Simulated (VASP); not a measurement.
# La3AlN (Pm-3m) in VASP: notebook

The runs below take La3AlN through single point, with LDA.

All numbers are computed with VASP 6.6.1; they aren't measurements. Logs are shortened: lines on timing, memory, paths and dates and some standing lists are left out, and cuts for length are marked.

### Step 1. The cell of the first run

The structure is cubic, space group Pm-3m (No. 221). Conventional cell: a = 5.222 Å, b = 5.222 Å, c = 5.222 Å, α = 90.00°, β = 90.00°, γ = 90.00°. Within 3.4 Å of La (site symmetry 4/mmm) lie 2 N at 2.61 Å. Al (site symmetry m-3m) has 12 La at 3.69 Å and 8 N at 4.52 Å within 4.9 Å. N (site symmetry m-3m) has 6 La at 2.61 Å within 3.4 Å.

### Step 2. Single point, LDA

Contents of INCAR:

```
PREC = Accurate
ENCUT = 520
EDIFF = 1E-7
ISMEAR = 0
SIGMA = 0.1
LREAL = False
LASPH = True
NELM = 80
ALGO = Normal
ISIF = 2
LWAVE = False
LCHARG = False
GGA = CA
NBANDS = 28
```

Contents of KPOINTS:

```
Automatic mesh
0
Gamma
  5 5 5
```

Contents of POSCAR:

```
La3AlN
1.0
    5.2218964567      0.0000000000      0.0000000000
    0.0000000000      5.2218964567      0.0000000000
    0.0000000000      0.0000000000      5.2218964567
La Al N
3 1 1
Direct
    0.5000000000      0.5000000000      0.0000000000
    0.0000000000      0.5000000000      0.5000000000
    0.5000000000      0.0000000000      0.5000000000
    0.0000000000      0.0000000000      0.0000000000
    0.5000000000      0.5000000000      0.5000000000
```

Potentials or basis: VASP PAW LDA potentials, release 64 (La, Al, N).

On the command line:

```console
> cat potpaw_LDA.64/La/POTCAR potpaw_LDA.64/Al/POTCAR potpaw_LDA.64/N/POTCAR > POTCAR
> mpirun -np 1 vasp_std > vasp.out
```

OUTCAR:

```text
PREC = Accurate
   ENCUT = 520
   EDIFF = 1E-7
   ISMEAR = 0
   LREAL = False
   LASPH = True
   NELM = 80
   ISIF = 2
   GGA = CA

 ion  position               nearest neighbor table
   1  0.500  0.500  0.000-   5 2.61   5 2.61
   2  0.000  0.500  0.500-   5 2.61   5 2.61
   3  0.500  0.000  0.500-   5 2.61   5 2.61
   4  0.000  0.000  0.000-
   5  0.500  0.500  0.500-   1 2.61   2 2.61   3 2.61   1 2.61   3 2.61   2 2.61

  LATTYP: Found a simple cubic cell.
 ALAT       =     5.2218964567

  Lattice vectors:

 A1 = (   5.2218964567,   0.0000000000,   0.0000000000)
 A2 = (   0.0000000000,   5.2218964567,   0.0000000000)
 A3 = (   0.0000000000,   0.0000000000,   5.2218964567)

Analysis of symmetry for initial positions (statically):
=====================================================================
 Subroutine PRICEL returns:
 Original cell was already a primitive cell.

 Routine SETGRP: Setting up the symmetry group for a
 simple cubic supercell.

 Subroutine GETGRP returns: Found 48 space group operations
 (whereof 48 operations were pure point group operations)
 out of a pool of 48 trial point group operations.

The static configuration has the point symmetry O_h .

Analysis of symmetry for dynamics (positions and initial velocities):
=====================================================================
 Subroutine PRICEL returns:
 Original cell was already a primitive cell.

 Routine SETGRP: Setting up the symmetry group for a
 simple cubic supercell.

 Subroutine GETGRP returns: Found 48 space group operations
 (whereof 48 operations were pure point group operations)
 out of a pool of 48 trial point group operations.

The dynamic configuration has the point symmetry O_h .

 Subroutine INISYM returns: Found 48 space group operations
 (whereof 48 operations are pure point group operations),
 and found     1 'primitive' translations

----------------------------------------------------------------------------------------

                                     Primitive cell

  volume of cell :     142.3917

  direct lattice vectors                    reciprocal lattice vectors
     5.221896457  0.000000000  0.000000000     0.191501308  0.000000000  0.000000000
     0.000000000  5.221896457  0.000000000     0.000000000  0.191501308  0.000000000
[... 74 lines left out ...]
   ENCUT  =  520.0 eV  38.22 Ry    6.18 a.u.   9.71  9.71  9.71*2*pi/ulx,y,z
   NELM   =     80;   NELMIN=  2; NELMDL= -5     # of ELM steps
   EDIFF  = 0.1E-06   stopping-criterion for ELM
   LREAL  =      F    real-space projection
   EDIFFG = 0.1E-05   stopping-criterion for IOM
   NSW    =      0    number of steps for IOM
   IBRION =     -1    ionic relax: 0-MD 1-quasi-New 2-CG
   NFREE  =      0    steps in history (QN), initial steepest desc. (CG)
   ISIF   =      2    stress and relaxation
   ISYM   =      2    0-nonsym 1-usesym 2-fastsym
   POTIM  = 0.5000    time-step for ionic-motion
   TEBEG  =    0.0;   TEEND  =   0.0 temperature during run
   PSTRESS=    0.0 pullay stress
   NELECT =      41.0000    total number of electrons
   NUPDOWN=      -1.0000    fix difference up-down
   EMIN   =  10.00;   EMAX   =-10.00  energy-range for DOS
   EFERMI =   0.00;   METHOD = LEGACY
   ISMEAR =     0;   SIGMA  =   0.10  broadening in eV -4-tet -1-fermi 0-gaus
   EFERMI_NEDOS =   21; number of points for ismear=-14 and -15
   IALGO  =     38    algorithm
   IMIX   =      4    mixing-type and parameters
     AMIX     =   0.40;   BMIX     =  1.00
     AMIX_MAG =   1.60;   BMIX_MAG =  1.00
  volume/ion in A,a.u.               =      28.48       192.18
  Fermi-wavevector in a.u.,A,eV,Ry     =   1.081039  2.042867 15.900373  1.168644
  Thomas-Fermi vector in A             =   2.217045
   LORBIT       =      0    0 simple, 1 ext, 2 COOP (PROOUT), +10 PAW based schemes
   GGA     = CA    functional components
   LHFCALC =     F    Hartree Fock is set to
   AEXX    =    0.0000 exact exchange contribution
   IVDW    =     0    specifies the selected vdW correction
   LEPSILON=     F    determine dielectric tensor
   LRPA    =     F    only Hartree local field effects (RPA)
 non-spin polarized calculation
 Gauss-broadening in eV      SIGMA  =   0.10
  energy-cutoff  :      520.00
  volume of cell :      142.39
 maximum number of plane-waves:      3887
 NGX is ok and might be reduce to    40
   NGX = 19   NGY = 19   NGZ = 19

 number of electron      41.0000005 magnetization

 Free energy of the ion-electron system (eV)
  ---------------------------------------------------
  ext. energy  EPLUGINS =         0.00000000
  ---------------------------------------------------
  free energy    TOTEN  =       -33.51704485 eV

  energy without entropy =      -33.49779585  energy(sigma->0) =      -33.50742035

 E-fermi :   6.7700     XC(G=0):  -9.7387

 val. band max:        6.7127574774   @ k =   0.2000   0.2000   0.2000
 cond. band min:       6.7994368399   @ k =   0.4000   0.2000   0.0000
 fundamental gap:      0.0866793626
 Fermi energy:         6.7699807610

 k-point     1 :       0.0000    0.0000    0.0000
  band No.  band energies     occupation
      1     -25.8921      2.00000
      2     -25.6443      2.00000
      3     -25.6443      2.00000
      4     -10.1364      2.00000
      5     -10.1364      2.00000
      6     -10.1364      2.00000
[... 299 lines left out ...]
     27       8.4210      0.00000
     28       8.5110      0.00000

------------------------ aborting loop because EDIFF is reached ----------------------------------------

  FORCE on cell =-STRESS in cart. coord.  units (eV):
  Direction    XX          YY          ZZ          XY          YZ          ZX
  --------------------------------------------------------------------------------------
  -------------------------------------------------------------------------------------
  Total       -7.0988876     -7.0988876     -7.0988876      0.0000000      0.0000000     -0.0000000
  in kB      -79.8759644    -79.8759644    -79.8759644      0.0000000      0.0000000     -0.0000000
  external PRESSURE =     -79.8759644 kB  Pullay stress =       0.0000000 kB

 VOLUME and BASIS-vectors are now :
 -----------------------------------------------------------------------------
  energy-cutoff  :      520.00
  volume of cell :      142.39
      direct lattice vectors                 reciprocal lattice vectors
     5.221896457  0.000000000  0.000000000     0.191501308  0.000000000  0.000000000
     0.000000000  5.221896457  0.000000000     0.000000000  0.191501308  0.000000000
     0.000000000  0.000000000  5.221896457     0.000000000  0.000000000  0.191501308

 POSITION                                       TOTAL-FORCE (eV/Angst)
 -----------------------------------------------------------------------------------
      2.61095      2.61095      0.00000         0.000000      0.000000      0.000000
      0.00000      2.61095      2.61095         0.000000      0.000000      0.000000
      2.61095      0.00000      2.61095         0.000000      0.000000      0.000000
      0.00000      0.00000      0.00000         0.000000      0.000000      0.000000
      2.61095      2.61095      2.61095         0.000000      0.000000      0.000000
 -----------------------------------------------------------------------------------
    total drift:                                0.000000     -0.000000     -0.000000

  FREE ENERGIE OF THE ION-ELECTRON SYSTEM (eV)
  ---------------------------------------------------
  free  energy   TOTEN  =       -33.5170448528 eV

  energy  without entropy=      -33.4977958519  energy(sigma->0) =      -33.50742035
```

OSZICAR:

```text
N       E                     dE             d eps       ncg     rms          rms(c)
DAV:   1     0.495334739826E+03    0.49533E+03   -0.14170E+04   560   0.191E+03
DAV:   2     0.803978015270E+02   -0.41494E+03   -0.40616E+03   808   0.370E+02
DAV:   3    -0.221871576752E+02   -0.10258E+03   -0.10122E+03  1000   0.205E+02
DAV:   4    -0.356935730736E+02   -0.13506E+02   -0.13245E+02  1072   0.780E+01
DAV:   5    -0.371540287867E+02   -0.14605E+01   -0.14384E+01  1104   0.261E+01    0.103E+01
DAV:   6    -0.338127772361E+02    0.33413E+01   -0.37700E+01   944   0.254E+01    0.578E+00
DAV:   7    -0.335721582861E+02    0.24062E+00   -0.52011E+00  1000   0.164E+01    0.253E+00
DAV:   8    -0.335331470749E+02    0.39011E-01   -0.57090E-01  1024   0.484E+00    0.826E-01
DAV:   9    -0.335168781624E+02    0.16269E-01   -0.15682E-01  1064   0.206E+00    0.294E-01
DAV:  10    -0.335171089834E+02   -0.23082E-03   -0.18569E-02  1008   0.805E-01    0.141E-01
DAV:  11    -0.335170307357E+02    0.78248E-04   -0.23557E-03  1088   0.310E-01    0.346E-02
DAV:  12    -0.335170456102E+02   -0.14875E-04   -0.18877E-04  1080   0.898E-02    0.151E-02
DAV:  13    -0.335170449377E+02    0.67249E-06   -0.22969E-05  1104   0.387E-02    0.548E-03
DAV:  14    -0.335170448696E+02    0.68146E-07   -0.17695E-06  1024   0.116E-02    0.196E-03
DAV:  15    -0.335170448528E+02    0.16771E-07   -0.11364E-07   664   0.433E-03
   1 F= -.33517045E+02 E0= -.33507420E+02  d E =-.192490E-01
```

It took 77 s on 1 thread of Intel Xeon 8259CL, shared host; peak memory 0.22 GiB.

What came out:

- Free energy: -33.5170 eV
- Pressure: -8.0 GPa

Levels at points of the mesh, in eV from the Fermi level:
| k point | band 16 | band 17 | band 18 | band 19 | band 20 | band 21 | band 22 | band 23 | band 24 | band 25 |
| --- | --- | --- | --- | --- | --- | --- | --- | --- | --- | --- |
| (0.00, 0.00, 0.00) | -1.50 | -1.50 | -0.82 | -0.82 | -0.70 | -0.70 | -0.70 | 0.79 | 0.79 | 0.79 |

Caveat: spin-orbit coupling is left out, which moves the levels of the heavy elements.

### Step 3. Single point, LDA

This run uses another cell than the first one, of 29.14 Å³/atom, 1.023 times its volume.

Contents of INCAR:

```
PREC = Accurate
ENCUT = 520
EDIFF = 1E-7
ISMEAR = 0
SIGMA = 0.1
LREAL = False
LASPH = True
NELM = 100
ALGO = Normal
ISIF = 2
LWAVE = False
LCHARG = True
LELF = True
LVHAR = True
NBANDS = 28
```

KPOINTS is that of step 2.

Changes to POSCAR since step 2:

```diff
@@ -2,5 +2,5 @@
 1.0
-    5.2218964567      0.0000000000      0.0000000000
-    0.0000000000      5.2218964567      0.0000000000
-    0.0000000000      0.0000000000      5.2218964567
+    5.2620664696      0.0000000000      0.0000000000
+    0.0000000000      5.2620664696      0.0000000000
+    0.0000000000      0.0000000000      5.2620664696
 La Al N
```

Potentials or basis: VASP PAW LDA potentials, release 64 (La, Al, N).

On the command line:

```console
> cat potpaw_LDA.64/La/POTCAR potpaw_LDA.64/Al/POTCAR potpaw_LDA.64/N/POTCAR > POTCAR
> mpirun -np 1 vasp_std > vasp.out
```

OUTCAR:

```text
PREC = Accurate
   ENCUT = 520
   EDIFF = 1E-7
   ISMEAR = 0
   LREAL = False
   LASPH = True
   NELM = 100
   ISIF = 2

 ion  position               nearest neighbor table
   1  0.500  0.500  0.000-   5 2.63   5 2.63
   2  0.000  0.500  0.500-   5 2.63   5 2.63
   3  0.500  0.000  0.500-   5 2.63   5 2.63
   4  0.000  0.000  0.000-
   5  0.500  0.500  0.500-   1 2.63   2 2.63   3 2.63   1 2.63   3 2.63   2 2.63

  LATTYP: Found a simple cubic cell.
 ALAT       =     5.2620664696

  Lattice vectors:

 A1 = (   5.2620664696,   0.0000000000,   0.0000000000)
 A2 = (   0.0000000000,   5.2620664696,   0.0000000000)
 A3 = (   0.0000000000,   0.0000000000,   5.2620664696)

Analysis of symmetry for initial positions (statically):
=====================================================================
 Subroutine PRICEL returns:
 Original cell was already a primitive cell.

 Routine SETGRP: Setting up the symmetry group for a
 simple cubic supercell.

 Subroutine GETGRP returns: Found 48 space group operations
 (whereof 48 operations were pure point group operations)
 out of a pool of 48 trial point group operations.

The static configuration has the point symmetry O_h .

Analysis of symmetry for dynamics (positions and initial velocities):
=====================================================================
 Subroutine PRICEL returns:
 Original cell was already a primitive cell.

 Routine SETGRP: Setting up the symmetry group for a
 simple cubic supercell.

 Subroutine GETGRP returns: Found 48 space group operations
 (whereof 48 operations were pure point group operations)
 out of a pool of 48 trial point group operations.

The dynamic configuration has the point symmetry O_h .

 Subroutine INISYM returns: Found 48 space group operations
 (whereof 48 operations are pure point group operations),
 and found     1 'primitive' translations

[... 106 lines left out ...]
  volume/ion in A,a.u.               =      29.14       196.65
  Fermi-wavevector in a.u.,A,eV,Ry     =   1.072786  2.027272 15.658536  1.150870
  Thomas-Fermi vector in A             =   2.208566
   LORBIT       =      0    0 simple, 1 ext, 2 COOP (PROOUT), +10 PAW based schemes
   GGA     = CA    functional components
   LHFCALC =     F    Hartree Fock is set to
   AEXX    =    0.0000 exact exchange contribution
   IVDW    =     0    specifies the selected vdW correction
   LEPSILON=     F    determine dielectric tensor
   LRPA    =     F    only Hartree local field effects (RPA)
 non-spin polarized calculation
 Gauss-broadening in eV      SIGMA  =   0.10
  energy-cutoff  :      520.00
  volume of cell :      145.70
 maximum number of plane-waves:      3950
 NGX is ok and might be reduce to    40
   NGX = 19   NGY = 19   NGZ = 19

 number of electron      41.0000001 magnetization

 Free energy of the ion-electron system (eV)
  ---------------------------------------------------
  ext. energy  EPLUGINS =         0.00000000
  ---------------------------------------------------
  free energy    TOTEN  =       -33.34263260 eV

  energy without entropy =      -33.32450788  energy(sigma->0) =      -33.33357024

 E-fermi :   6.5729     XC(G=0):  -9.6477

 val. band max:        6.5204784722   @ k =   0.2000   0.2000   0.2000
 cond. band min:       6.6065962439   @ k =   0.4000   0.2000   0.0000
 fundamental gap:      0.0861177718
 Fermi energy:         6.5728636960

 k-point     1 :       0.0000    0.0000    0.0000
  band No.  band energies     occupation
      1     -26.1473      2.00000
      2     -25.9219      2.00000
      3     -25.9219      2.00000
      4     -10.3482      2.00000
      5     -10.3482      2.00000
      6     -10.3482      2.00000
[... 299 lines left out ...]
     27       8.1808      0.00000
     28       8.2283      0.00000

------------------------ aborting loop because EDIFF is reached ----------------------------------------

  FORCE on cell =-STRESS in cart. coord.  units (eV):
  Direction    XX          YY          ZZ          XY          YZ          ZX
  --------------------------------------------------------------------------------------
  -------------------------------------------------------------------------------------
  Total       -8.1090036     -8.1090036     -8.1090036      0.0000000      0.0000000      0.0000000
  in kB      -89.1680124    -89.1680124    -89.1680124      0.0000000      0.0000000      0.0000000
  external PRESSURE =     -89.1680124 kB  Pullay stress =       0.0000000 kB

 VOLUME and BASIS-vectors are now :
 -----------------------------------------------------------------------------
  energy-cutoff  :      520.00
  volume of cell :      145.70
      direct lattice vectors                 reciprocal lattice vectors
     5.262066470  0.000000000  0.000000000     0.190039409  0.000000000  0.000000000
     0.000000000  5.262066470  0.000000000     0.000000000  0.190039409  0.000000000
     0.000000000  0.000000000  5.262066470     0.000000000  0.000000000  0.190039409

 POSITION                                       TOTAL-FORCE (eV/Angst)
 -----------------------------------------------------------------------------------
      2.63103      2.63103      0.00000         0.000000      0.000000      0.000000
      0.00000      2.63103      2.63103         0.000000      0.000000      0.000000
      2.63103      0.00000      2.63103         0.000000      0.000000      0.000000
      0.00000      0.00000      0.00000         0.000000      0.000000      0.000000
      2.63103      2.63103      2.63103         0.000000      0.000000      0.000000
 -----------------------------------------------------------------------------------
    total drift:                                0.000000     -0.000000     -0.000000

  FREE ENERGIE OF THE ION-ELECTRON SYSTEM (eV)
  ---------------------------------------------------
  free  energy   TOTEN  =       -33.3426325974 eV

  energy  without entropy=      -33.3245078774  energy(sigma->0) =      -33.33357024
```

OSZICAR:

```text
N       E                     dE             d eps       ncg     rms          rms(c)
DAV:   1     0.493419048347E+03    0.49342E+03   -0.14107E+04   568   0.190E+03
DAV:   2     0.785726178430E+02   -0.41485E+03   -0.40547E+03   856   0.367E+02
DAV:   3    -0.218620851085E+02   -0.10043E+03   -0.98751E+02   936   0.203E+02
DAV:   4    -0.355806392415E+02   -0.13719E+02   -0.13503E+02  1072   0.853E+01
DAV:   5    -0.369518047927E+02   -0.13712E+01   -0.13651E+01  1112   0.285E+01    0.101E+01
DAV:   6    -0.336349903008E+02    0.33168E+01   -0.37241E+01   928   0.247E+01    0.582E+00
DAV:   7    -0.333927074145E+02    0.24228E+00   -0.53385E+00   992   0.160E+01    0.252E+00
DAV:   8    -0.333630213790E+02    0.29686E-01   -0.69606E-01  1024   0.499E+00    0.904E-01
DAV:   9    -0.333423837999E+02    0.20638E-01   -0.20895E-01  1064   0.214E+00    0.291E-01
DAV:  10    -0.333427627872E+02   -0.37899E-03   -0.22801E-02  1008   0.867E-01    0.151E-01
DAV:  11    -0.333426126847E+02    0.15010E-03   -0.21616E-03  1056   0.309E-01    0.384E-02
DAV:  12    -0.333426362248E+02   -0.23540E-04   -0.37065E-04  1120   0.101E-01    0.192E-02
DAV:  13    -0.333426326704E+02    0.35544E-05   -0.61571E-05  1048   0.474E-02    0.605E-03
DAV:  14    -0.333426325859E+02    0.84506E-07   -0.39755E-06  1024   0.153E-02    0.258E-03
DAV:  15    -0.333426327001E+02   -0.11422E-06   -0.10623E-06   928   0.664E-03    0.209E-03
DAV:  16    -0.333426325948E+02    0.10531E-06   -0.68292E-07   776   0.446E-03    0.320E-04
DAV:  17    -0.333426325974E+02   -0.26371E-08   -0.30259E-08   544   0.238E-03
   1 F= -.33342633E+02 E0= -.33333570E+02  d E =-.181247E-01
```

stdout:

```text
POSCAR found type information on POSCAR LaAlN
 POSCAR found :  3 types and       5 ions
 scaLAPACK will be used
 LDA part: xc-table for (Slater(with rela. corr.)+CA(PZ))
 , standard interpolation
 POSCAR, INCAR and KPOINTS ok, starting setup
 FFT: planning ... GRIDC
 FFT: planning ... GRID_SOFT
 FFT: planning ... GRID
 WAVECAR not read
 entering main loop
```

Wall time 87 s (1 thread of Intel Xeon 8259CL, shared host); peak memory 0.22 GiB.

What came out:

- Free energy: -33.3426 eV
- Pressure: -8.9 GPa

Caveat: spin-orbit coupling is left out, which moves the levels of the heavy elements.
